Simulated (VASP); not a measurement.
## VSi (zincblende type): electric field gradients with PBE

Crystal: VSi (zincblende type).

```xyz
2
Lattice="0.0000 2.7646 2.7646 2.7646 0.0000 2.7646 2.7646 2.7646 0.0000" Properties=species:S:1:pos:R:3 pbc="T T T"
V     0.0000    0.0000    0.0000
Si    1.3823    1.3823    1.3823
```

```json
{
 "Program": "VASP 6.6.1",
 "Task": "electric field gradients",
 "Functional": "PBE",
 "Potentials or basis": "VASP PAW PBE potentials, release 64 (V_sv, Si)",
 "Cutoff": "400 eV",
 "k mesh": "11 × 11 × 11",
 "Occupations": "fermi-dirac, width 0.05 eV",
 "Spin": "collinear spin, ferromagnetic start",
 "Starting moments": "[1.5, 0.0] μB",
 "Dipole correction": "no",
 "Further INCAR settings": "ALGO = Normal; EDIFF = 1e-08; NBANDS = 20"
}
```

```yaml
Pressure: -0.4 GPa
Net_moment: 0.55 μB per cell
Site_moments: V +0.54; Si -0.04 μB
Largest_electric_field_gradient_by_atom: zero within the noise of the run
Valence_electrons_inside_the_program's_atomic_spheres: V 11.47; Si 1.77
```

Levels at points of the mesh, in eV from the Fermi level:
Spin up:
```
           k point  band 7  band 8  band 9  band 10  band 11  band 12
(0.00, 0.00, 0.00)   -1.62   -1.62    0.07     0.07     6.18     6.18
```
Spin down:
| k point | band 6 | band 7 | band 8 | band 9 | band 10 | band 11 |
| --- | --- | --- | --- | --- | --- | --- |
| (0.00, 0.00, 0.00) | -1.39 | -1.39 | -1.39 | 0.66 | 0.66 | 6.30 |

Run time: 2.6 min on 1 thread of Intel Xeon 8259CL, on a shared host, peak memory 0.2 GiB.
